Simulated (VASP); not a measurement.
# SnGe31 (I-43m) in VASP: further runs

The runs below take SnGe31 through relaxation of cell and atoms, with PBEsol.

All numbers are computed with VASP 6.6.1; they aren't measurements. Logs are shortened: lines on timing, memory, paths and dates and some standing lists are left out, and cuts for length are marked.

**1. The cell of the first run**

It takes space group I-43m (No. 217, cubic). Conventional cell: a = 11.366 Å, b = 11.366 Å, c = 11.366 Å, α = 90.00°, β = 90.00°, γ = 90.00°. Within 3.2 Å of Sn (site symmetry -43m) lie 4 Ge at 2.46 Å. Within 3.2 Å of Ge (site symmetry m) lie 4 Ge at 2.46 Å. Ge (site symmetry -42m) has 4 Ge at 2.46 Å within 3.2 Å. Ge (site symmetry 3m) has 3 Ge at 2.46 Å and 1 Sn at 2.46 Å within 3.2 Å. Ge (site symmetry m) has 4 Ge at 2.46 Å within 3.2 Å.

**2. Relaxation of cell and atoms, PBEsol**

INCAR

```
PREC     = Accurate       # precision mode
ENCUT    = 600            # plane-wave cutoff, eV
EDIFF    = 1E-6           # SCF threshold, eV
ISMEAR   = 0              # smearing method
SIGMA    = 0.03           # smearing width, eV
LREAL    = Auto         
LASPH    = T              # aspherical terms in the spheres
NELM     = 80             # most SCF steps
ALGO     = Normal         # electronic algorithm
ISIF     = 3              # what is computed and relaxed
LWAVE    = F              # write WAVECAR
LCHARG   = F              # write CHGCAR
GGA      = PS             # functional
IBRION   = 2              # ionic algorithm
NSW      = 90             # ionic steps
EDIFFG   = -0.01          # ionic threshold
KPAR     = 8
```

KPOINTS

```
Automatic mesh
0
Gamma
  4 4 4
```

POSCAR

```
SnGe31
1.0
    5.6830970500     -5.6830970500      5.6830970500
    5.6830970500      5.6830970500     -5.6830970500
   -5.6830970500      5.6830970500      5.6830970500
Sn Ge
1 31
Direct
    0.2500000000      0.7500000000      0.0000000000
    0.5000000000      0.5000000000      0.0000000000
    0.7500000000      0.2500000000      0.0000000000
    0.0000000000      0.7500000000      0.2500000000
    0.0000000000      0.0000000000      0.0000000000
    0.2500000000      0.5000000000      0.2500000000
    0.5000000000      0.2500000000      0.2500000000
    0.7500000000      0.7500000000      0.5000000000
    0.7500000000      0.0000000000      0.2500000000
    0.0000000000      0.5000000000      0.5000000000
    0.2500000000      0.2500000000      0.5000000000
    0.5000000000      0.7500000000      0.7500000000
    0.5000000000      0.0000000000      0.5000000000
    0.7500000000      0.5000000000      0.7500000000
    0.0000000000      0.2500000000      0.7500000000
    0.2500000000      0.0000000000      0.7500000000
    0.5000000000      0.0000000000      0.2500000000
    0.7500000000      0.7500000000      0.2500000000
    0.0000000000      0.5000000000      0.2500000000
    0.2500000000      0.0000000000      0.5000000000
    0.2500000000      0.2500000000      0.2500000000
    0.5000000000      0.7500000000      0.5000000000
    0.7500000000      0.5000000000      0.5000000000
    0.0000000000      0.0000000000      0.7500000000
    0.0000000000      0.2500000000      0.5000000000
    0.2500000000      0.7500000000      0.7500000000
    0.5000000000      0.5000000000      0.7500000000
    0.7500000000      0.0000000000      0.0000000000
    0.7500000000      0.2500000000      0.7500000000
    0.0000000000      0.7500000000      0.0000000000
    0.2500000000      0.5000000000      0.0000000000
    0.5000000000      0.2500000000      0.0000000000
```

Potentials or basis: VASP PAW PBE potentials, release 64 (Sn_d, Ge_d).

Launch:

```sh
$ cat potpaw_PBE.64/Sn_d/POTCAR potpaw_PBE.64/Ge_d/POTCAR > POTCAR
$ mpirun -np 8 vasp_std > vasp.out
```

OUTCAR:

```text
PREC = Accurate
   ENCUT = 600
   EDIFF = 1E-6
   ISMEAR = 0
   LREAL = Auto
   LASPH = T
   NELM = 80
   ISIF = 3
   GGA = PS
   IBRION = 2
   NSW = 90
   EDIFFG = -0.01

 ion  position               nearest neighbor table
   1  0.250  0.750  0.000-  17 2.46  26 2.46  30 2.46  31 2.46
   2  0.500  0.500  0.000-  18 2.46  27 2.46  31 2.46  32 2.46
   3  0.750  0.250  0.000-  19 2.46  28 2.46  29 2.46  32 2.46
   4  0.000  0.750  0.250-  18 2.46  19 2.46  20 2.46  30 2.46
   5  0.000  0.000  0.000-  21 2.46  24 2.46  28 2.46  30 2.46
   6  0.250  0.500  0.250-  19 2.46  21 2.46  22 2.46  31 2.46
[... 24 lines left out ...]
  31  0.250  0.500  0.000-   1 2.46   2 2.46   6 2.46  15 2.46
  32  0.500  0.250  0.000-   2 2.46   3 2.46   7 2.46  16 2.46

  LATTYP: Found a body centered cubic cell.
 ALAT       =    11.3661941000

  Lattice vectors:

 A1 = (   5.6830970500,  -5.6830970500,   5.6830970500)
 A2 = (   5.6830970500,   5.6830970500,  -5.6830970500)
 A3 = (  -5.6830970500,   5.6830970500,   5.6830970500)

Analysis of symmetry for initial positions (statically):
=====================================================================
 Subroutine PRICEL returns:
 Original cell was already a primitive cell.

 Routine SETGRP: Setting up the symmetry group for a
 body centered cubic supercell.

 Subroutine GETGRP returns: Found 24 space group operations
 (whereof  2 operations were pure point group operations)
 out of a pool of 48 trial point group operations.

The static configuration has the point symmetry C_1h.
 The point group associated with its full space group is T_d .

Analysis of symmetry for dynamics (positions and initial velocities):
=====================================================================
 Subroutine PRICEL returns:
 Original cell was already a primitive cell.

 Routine SETGRP: Setting up the symmetry group for a
 body centered cubic supercell.

 Subroutine GETGRP returns: Found 24 space group operations
 (whereof  2 operations were pure point group operations)
 out of a pool of 48 trial point group operations.

The dynamic configuration has the point symmetry C_1h.
 The point group associated with its full space group is T_d .

 Subroutine INISYM returns: Found 24 space group operations
 (whereof  2 operations are pure point group operations),
 and found     1 'primitive' translations

----------------------------------------------------------------------------------------

                                     Primitive cell

  volume of cell :     734.2014

  direct lattice vectors                    reciprocal lattice vectors
     5.683097050 -5.683097050  5.683097050     0.087980197  0.000000000  0.087980197
     5.683097050  5.683097050 -5.683097050     0.087980197  0.087980197  0.000000000
    -5.683097050  5.683097050  5.683097050     0.000000000  0.087980197  0.087980197

  length of vectors
     9.843412835  9.843412835  9.843412835     0.124422788  0.124422788  0.124422788

  position of ions in fractional coordinates (direct lattice)
     0.250000000  0.750000000  0.000000000
     0.500000000  0.500000000  0.000000000
     0.750000000  0.250000000  0.000000000
     0.000000000  0.750000000  0.250000000
     0.000000000  0.000000000  0.000000000
     0.250000000  0.500000000  0.250000000
[... 24 lines left out ...]
     0.250000000  0.500000000  0.000000000
     0.500000000  0.250000000  0.000000000

  ion indices of the primitive-cell ions
   primitive index   ion index
                 1           1
                 2           2
                 3           3
                 4           4
                 5           5
                 6           6
[... 24 lines left out ...]
                31          31
                32          32

----------------------------------------------------------------------------------------

 KPOINTS: Automatic mesh

Automatic generation of k-mesh.
 Grid dimensions read from file:
 generate k-points for:    4    4    4

 Generating k-lattice:

[... 45 lines left out ...]

  FORCE on cell =-STRESS in cart. coord.  units (eV):
  Direction    XX          YY          ZZ          XY          YZ          ZX
  --------------------------------------------------------------------------------------
  -------------------------------------------------------------------------------------
  Total        4.2157807      4.2157807      4.2157807     -0.0000000     -0.0000000     -0.0000000
  in kB        9.1996941      9.1996941      9.1996941     -0.0000000     -0.0000000     -0.0000000
  external PRESSURE =       9.1996941 kB  Pullay stress =       0.0000000 kB
[... 119 lines left out ...]
--------------------------------------- Ionic step        3  -------------------------------------------

 number of electron     447.9999762 magnetization

 E-fermi :   4.6775     XC(G=0):  -9.9860

 val. band max:        4.6078909387   @ k =   0.2500   0.0000   0.0000
 cond. band min:       4.6784686975   @ k =   0.5000   0.5000   0.5000
 fundamental gap:      0.0705777588
 Fermi energy:         4.6774710107

 k-point     1 :       0.0000    0.0000    0.0000
  band No.  band energies     occupation
      1     -20.0889      2.00000
      2     -20.0889      2.00000
      3     -20.0889      2.00000
      4     -20.0870      2.00000
      5     -20.0870      2.00000
      6     -20.0870      2.00000
[... 1901 lines left out ...]
    235       7.2409      0.00000
    236       7.2409      0.00000
 [bands above 236 left out]

------------------------ aborting loop because EDIFF is reached ----------------------------------------

  FORCE on cell =-STRESS in cart. coord.  units (eV):
  Direction    XX          YY          ZZ          XY          YZ          ZX
  --------------------------------------------------------------------------------------
  -------------------------------------------------------------------------------------
  Total       -3.5599034     -3.5599034     -3.5599034      0.0000000      0.0000000      0.0000000
  in kB       -7.5898701     -7.5898701     -7.5898701      0.0000000      0.0000000      0.0000000
  external PRESSURE =      -7.5898701 kB  Pullay stress =       0.0000000 kB
[... 47 lines left out ...]
  FREE ENERGIE OF THE ION-ELECTRON SYSTEM (eV)
  ---------------------------------------------------
  free  energy   TOTEN  =      -157.0057956261 eV

  energy  without entropy=     -157.0044531834  energy(sigma->0) =     -157.00512440

[... ionic steps 4 to 16 ...]

--------------------------------------- Ionic step       17  -------------------------------------------

 number of electron     447.9999923 magnetization

------------------------ aborting loop because EDIFF is reached ----------------------------------------
[... 127 lines left out ...]
--------------------------------------- Ionic step       19  -------------------------------------------

 number of electron     447.9999919 magnetization

 Free energy of the ion-electron system (eV)
  ---------------------------------------------------
  ext. energy  EPLUGINS =         0.00000000
  ---------------------------------------------------
  free energy    TOTEN  =      -157.08415940 eV

  energy without entropy =     -157.08274263  energy(sigma->0) =     -157.08345102

 E-fermi :   4.8118     XC(G=0): -10.0445

 val. band max:        4.7270169445   @ k =   0.2500   0.0000   0.0000
 cond. band min:       4.8167042700   @ k =   0.0000   0.0000   0.0000
 fundamental gap:      0.0896873254
 Fermi energy:         4.8117722950

 k-point     1 :       0.0000    0.0000    0.0000
  band No.  band energies     occupation
      1     -19.9973      2.00000
      2     -19.9915      2.00000
      3     -19.9915      2.00000
      4     -19.9915      2.00000
      5     -19.9911      2.00000
      6     -19.9911      2.00000
[... 1901 lines left out ...]
    235       7.3887      0.00000
    236       7.3887      0.00000
 [bands above 236 left out]

------------------------ aborting loop because EDIFF is reached ----------------------------------------

  FORCE on cell =-STRESS in cart. coord.  units (eV):
  Direction    XX          YY          ZZ          XY          YZ          ZX
  --------------------------------------------------------------------------------------
  -------------------------------------------------------------------------------------
  Total       -0.0509306     -0.0509306     -0.0509306      0.0000000      0.0000000     -0.0000000
  in kB       -0.1099358     -0.1099358     -0.1099358      0.0000000      0.0000000     -0.0000000
  external PRESSURE =      -0.1099358 kB  Pullay stress =       0.0000000 kB
[... 47 lines left out ...]
  FREE ENERGIE OF THE ION-ELECTRON SYSTEM (eV)
  ---------------------------------------------------
  free  energy   TOTEN  =      -157.0841594001 eV

  energy  without entropy=     -157.0827426315  energy(sigma->0) =     -157.08345102

 reached required accuracy - stopping structural energy minimisation
```

Wall time 2.2 h (8 MPI ranks of Intel Xeon Platinum 8559C (Emerald Rapids), shared host); peak memory 2 GiB.

Results:

| Quantity | Value |
| --- | --- |
| Free energy | -157.0842 eV |
| Relaxed volume | 23.20 Å³/atom |
| Relaxed cell | a = 9.879 Å, b = 9.879 Å, c = 9.879 Å, α = 109.47°, β = 109.47°, γ = 109.47° |
| Space group after relaxing (to 0.1 Å) | I-43m (No. 217) |
| Energy gained by relaxing | 12.6 meV/atom |
| Ionic steps | 19 |
| Pressure after relaxing | 0.0 GPa |
| Band gap on the k mesh | zero (filled and empty bands touch) |

Step by step:
| step | energy change (eV) | largest force (eV/Å) | pressure (GPa) | volume (Å³) |
| --- | --- | --- | --- | --- |
| 1 | 0.0000 | 1.5690 | 0.92 | 734.20 |
| 2 | -0.3140 | 0.4285 | -0.48 | 748.29 |
| 3 | -0.3240 | 0.2114 | -0.76 | 751.47 |
| 4 | -0.3798 | 0.1452 | 0.07 | 741.32 |
| 5 | -0.3816 | 0.1360 | 0.22 | 739.10 |
| 6 | -0.3969 | 0.0565 | 0.11 | 740.68 |
| 7 | -0.4003 | 0.0217 | 0.00 | 741.68 |
| 8 | -0.4004 | 0.0226 | 0.01 | 741.84 |
| 9 | -0.4004 | 0.0237 | -0.07 | 741.89 |
| 10 | -0.4006 | 0.0226 | 0.07 | 740.82 |
| 11 | -0.4006 | 0.0227 | 0.09 | 741.20 |
| 12 | -0.4012 | 0.0189 | 0.03 | 741.35 |
| 13 | -0.4016 | 0.0172 | 0.02 | 741.48 |
| 14 | -0.4020 | 0.0201 | 0.02 | 741.75 |
| 15 | -0.4020 | 0.0242 | -0.04 | 741.84 |
| 16 | -0.4021 | 0.0212 | 0.01 | 741.50 |
| 17 | -0.4022 | 0.0193 | 0.03 | 741.25 |
| 18 | -0.4024 | 0.0110 | 0.04 | 741.54 |
| 19 | -0.4023 | 0.0089 | -0.01 | 742.25 |

Final structure:
```
CELL_PARAMETERS angstrom
5.70379 -5.70379 5.70379
5.70379 5.70379 -5.70379
-5.70379 5.70379 5.70379
ATOMIC_POSITIONS crystal
Sn 0.25000 0.75000 0.00000
Ge 0.50154 0.49763 0.00000
Ge 0.75000 0.25000 0.00000
Ge 0.99763 0.75000 0.25154
Ge 0.99763 0.00154 0.00000
Ge 0.25000 0.49763 0.25154
Ge 0.50237 0.25392 0.25237
Ge 0.75000 0.75000 0.50000
Ge 0.75392 0.00237 0.25237
Ge 0.99846 0.49846 0.49608
Ge 0.25000 0.25000 0.50000
Ge 0.50154 0.75000 0.74763
Ge 0.50237 0.00237 0.50392
Ge 0.74608 0.49846 0.74846
Ge 0.99846 0.24608 0.74846
Ge 0.25000 0.00154 0.74763
Ge 0.51298 0.01298 0.26298
Ge 0.74869 0.75000 0.25101
Ge 0.99899 0.49899 0.24768
Ge 0.25000 0.00101 0.49869
Ge 0.25000 0.24869 0.25101
Ge 0.50101 0.75000 0.49869
Ge 0.75131 0.50232 0.50131
Ge 0.99899 0.99768 0.74899
Ge 0.00232 0.25131 0.50131
Ge 0.25000 0.75000 0.73702
Ge 0.49768 0.49899 0.74899
Ge 0.74869 0.00101 0.00000
Ge 0.75131 0.25131 0.75232
Ge 0.98702 0.75000 0.00000
Ge 0.25000 0.48702 0.00000
Ge 0.50101 0.24869 0.00000
```

Levels at points of the mesh, in eV from the Fermi level:
```
           k point  band 222  band 223  band 224  band 225  band 226  band 227
(0.00, 0.00, 0.00)     -0.19      0.00      0.00      0.00      0.65      0.65
(0.50, 0.00, 0.00)     -1.50     -0.43     -0.32      1.01      1.11      1.45
(0.50, 0.50, 0.50)     -1.26     -1.26     -1.26      0.01      0.01      0.01
```

Caveat: semilocal functionals underestimate gaps, so a narrow gap can read as zero; the PAW data sets were made with another functional, which shifts forces and pressure a little; spin-orbit coupling is left out, which moves the levels of the heavy elements.

**3. Relaxation of cell and atoms, PBEsol**

This run uses another cell than the first one, of 23.20 Å³/atom.

Edit INCAR of step 2 so:

```diff
@@ -2,3 +2,3 @@
 ENCUT    = 600            # plane-wave cutoff, eV
-EDIFF    = 1E-6           # SCF threshold, eV
+EDIFF    = 1E-7           # SCF threshold, eV
 ISMEAR   = 0              # smearing method
@@ -15,3 +15,3 @@
 NSW      = 90             # ionic steps
-EDIFFG   = -0.01          # ionic threshold
+EDIFFG   = -0.005         # ionic threshold
 KPAR     = 8
```

KPOINTS is that of step 2.

POSCAR

```
SnGe31                                  
1.0
    5.7037884529     -5.7037884529      5.7037884529
    5.7037884529      5.7037884529     -5.7037884529
   -5.7037884529      5.7037884529      5.7037884529
  Sn              Ge            
     1    31
Direct
     0.2500000000000000    0.7500000000000000    0.0000000000000000
     0.5015444654655931    0.4976252366675465    0.0000000000000000
     0.7500000000000000    0.2500000000000000    0.0000000000000000
     0.9976252366675464    0.7500000000000000    0.2515444654655929
     0.9976252366675464    0.0015444654655930    0.0000000000000000
     0.2500000000000000    0.4976252366675465    0.2515444654655929
     0.5023747633324536    0.2539192287980465    0.2523747633324535
     0.7500000000000000    0.7500000000000000    0.5000000000000000
     0.7539192287980464    0.0023747633324535    0.2523747633324535
     0.9984555345344069    0.4984555345344070    0.4960807712019535
     0.2500000000000000    0.2500000000000000    0.5000000000000000
     0.5015444654655931    0.7500000000000000    0.7476252366675464
     0.5023747633324536    0.0023747633324535    0.5039192287980464
     0.7460807712019536    0.4984555345344070    0.7484555345344069
     0.9984555345344069    0.2460807712019535    0.7484555345344069
     0.2500000000000000    0.0015444654655930    0.7476252366675464
     0.5129792268827295    0.0129792268827295    0.2629792268827295
     0.7486894725942254    0.7500000000000000    0.2510121152552688
     0.9989878847447312    0.4989878847447312    0.2476773573389565
     0.2500000000000000    0.0010121152552689    0.4986894725942254
     0.2500000000000000    0.2486894725942254    0.2510121152552688
     0.5010121152552688    0.7500000000000000    0.4986894725942254
     0.7513105274057746    0.5023226426610434    0.5013105274057746
     0.9989878847447312    0.9976773573389566    0.7489878847447312
     0.0023226426610435    0.2513105274057746    0.5013105274057746
     0.2500000000000000    0.7500000000000000    0.7370207731172705
     0.4976773573389565    0.4989878847447312    0.7489878847447312
     0.7486894725942254    0.0010121152552689    0.0000000000000000
     0.7513105274057746    0.2513105274057746    0.7523226426610434
     0.9870207731172705    0.7500000000000000    0.0000000000000000
     0.2500000000000000    0.4870207731172705    0.0000000000000000
     0.5010121152552688    0.2486894725942254    0.0000000000000000
```

Potentials or basis: VASP PAW PBE potentials, release 64 (Sn_d, Ge_d).

Launch:

```sh
$ cat potpaw_PBE.64/Sn_d/POTCAR potpaw_PBE.64/Ge_d/POTCAR > POTCAR
$ mpirun -np 8 vasp_std > vasp.out
```

It took 19 min on 8 MPI ranks of Intel Xeon Platinum 8559C (Emerald Rapids), shared host; peak memory 1.8 GiB.

It converged, with:

* Free energy: -157.0852 eV
* Relaxed volume: 23.18 Å³/atom
* Relaxed cell: a = 9.877 Å, b = 9.877 Å, c = 9.877 Å, α = 109.47°, β = 109.47°, γ = 109.47°
* Space group after relaxing (to 0.1 Å): I-43m (No. 217)
* Energy gained by relaxing: 0.0 meV/atom
* Ionic steps: 2
* Pressure after relaxing: 0.0 GPa
* Largest force after relaxing: 0.005 eV/Å
* Band gap on the k mesh: zero (filled and empty bands touch)

Forces on the atoms (eV/Å):
```
Sn   0.000  0.000  0.000
Ge   0.004  0.000  0.000
Ge   0.000  0.000  0.000
Ge   0.000  0.000  0.004
Ge   0.004  0.000  0.000
Ge   0.000  0.004  0.000
Ge   0.000  0.000 -0.004
Ge   0.000  0.000  0.000
Ge   0.000 -0.004  0.000
Ge  -0.004  0.000  0.000
Ge   0.000  0.000  0.000
Ge   0.000  0.000  0.004
Ge  -0.004  0.000  0.000
Ge   0.000 -0.004  0.000
Ge   0.000  0.000 -0.004
Ge   0.000  0.004  0.000
Ge   0.003  0.003  0.003
Ge   0.000  0.000  0.004
Ge  -0.004  0.000  0.000
Ge   0.000  0.004  0.000
Ge   0.000  0.004  0.000
Ge   0.000  0.000  0.004
Ge   0.000  0.000 -0.004
Ge   0.000  0.000 -0.004
Ge   0.000 -0.004  0.000
Ge   0.003 -0.003 -0.003
Ge   0.000 -0.004  0.000
Ge   0.004  0.000  0.000
Ge  -0.004  0.000  0.000
Ge  -0.003  0.003 -0.003
Ge  -0.003 -0.003  0.003
Ge   0.004  0.000  0.000
```

Final structure:
```
Sn Ge
1.0
     5.70227   -5.70227    5.70227
     5.70227    5.70227   -5.70227
    -5.70227    5.70227    5.70227
Sn Ge
1 31
Cartesian
  5.7023 2.8511 -2.8511
  5.6977 -0.0224 0.0224
  5.7023 -2.8511 2.8511
  8.5310 0.0224 2.8466
  5.6977 -5.6799 5.6799
  2.8288 2.8465 0.0224
  2.8735 0.0224 2.8557
  5.7023 2.8511 2.8511
  2.8735 -2.8466 5.7246
  5.7068 -0.0224 5.6799
  0.0000 2.8511 2.8511
  2.8735 5.6799 2.8466
  0.0046 0.0224 5.7246
  2.8288 2.8557 5.6799
  2.8288 -0.0224 8.5580
  -2.8288 2.8465 5.6799
  1.4998 -1.3513 4.3509
  7.1146 1.4388 1.4242
  7.1292 -1.4388 4.2635
  -1.4123 1.4242 4.2635
  1.4123 1.4242 1.4388
  4.2899 4.2635 1.4242
  4.2899 1.4388 4.2781
  7.1146 4.2635 4.2781
  -1.4123 4.2781 1.4388
  1.4998 7.0536 1.3513
  1.4123 4.2781 4.2635
  -1.4269 1.4388 9.9657
  1.4269 1.4388 7.1411
  4.2025 4.3509 7.0536
  4.2025 1.3513 -1.3513
  4.2753 -1.4388 1.4388
```

Levels at points of the mesh, in eV from the Fermi level:
```csv
k point,band 222,band 223,band 224,band 225,band 226,band 227
"(0.00, 0.00, 0.00)",-0.18,0.00,0.00,0.00,0.65,0.65
"(0.50, 0.00, 0.00)",-1.51,-0.43,-0.33,1.01,1.11,1.46
"(0.50, 0.50, 0.50)",-1.26,-1.26,-1.26,0.01,0.01,0.01
```

Caveat: semilocal functionals underestimate gaps, so a narrow gap can read as zero; the PAW data sets were made with another functional, which shifts forces and pressure a little; spin-orbit coupling is left out, which moves the levels of the heavy elements.
